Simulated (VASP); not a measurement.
The system is SiC.

```xyz
8
Lattice="3.0941 0.0000 0.0000 -1.5470 2.6796 0.0000 0.0000 0.0000 10.1296" Properties=species:S:1:pos:R:3 pbc="T T T"
Si    1.5470    0.8932    9.5000
Si    0.0000    1.7864    4.4352
Si    0.0000    0.0000    6.9681
Si    0.0000    0.0000    1.9033
C     1.5470    0.8932    7.5952
C     0.0000    1.7864    2.5304
C     0.0000    0.0000    5.0694
C     0.0000    0.0000    0.0046
```

- Program: VASP 6.6.1
- Task: relaxation of cell and atoms
- Functional: LDA
- Potentials or basis: VASP PAW LDA potentials, release 64 (Si, C)
- Cutoff: 600 eV
- k mesh: 12 × 12 × 2
- Occupations: fermi-dirac, width 0.02 eV
- Spin: no spin polarisation

At the start: pressure -7.3 GPa; volume 10.50 Å³/atom.

**Question.** Where does the relaxation end?

**Answer.** Over 6 steps the energy falls by 8.1 meV/atom and the volume is 10.15 Å³/atom (-3.3 %); space group P6_3mc (No. 186, to 0.05 Å).

The path:
| step | energy change (eV) | largest force (eV/Å) | pressure (GPa) | volume (Å³) |
| --- | --- | --- | --- | --- |
| 1 | 0.0000 | 0.0103 | -7.26 | 83.98 |
| 2 | 0.0112 | 0.0357 | 8.80 | 78.33 |
| 3 | -0.0651 | 0.0102 | -0.05 | 81.21 |
| 4 | -0.0651 | 0.0107 | 0.10 | 81.15 |
| 5 | -0.0651 | 0.0099 | -0.09 | 81.22 |
| 6 | -0.0651 | 0.0018 | 0.00 | 81.19 |

Final structure:
```
Si C
1.0
     3.05937    0.00000    0.00000
    -1.52968    2.64949    0.00000
     0.00000    0.00000   10.01593
Si C
4 4
Direct
  0.66667 0.33333 0.93785
  0.33333 0.66667 0.43785
  0.00000 0.00000 0.68789
  0.00000 0.00000 0.18789
  0.66667 0.33333 0.74981
  0.33333 0.66667 0.24981
  0.00000 0.00000 0.50046
  0.00000 0.00000 0.00046
```
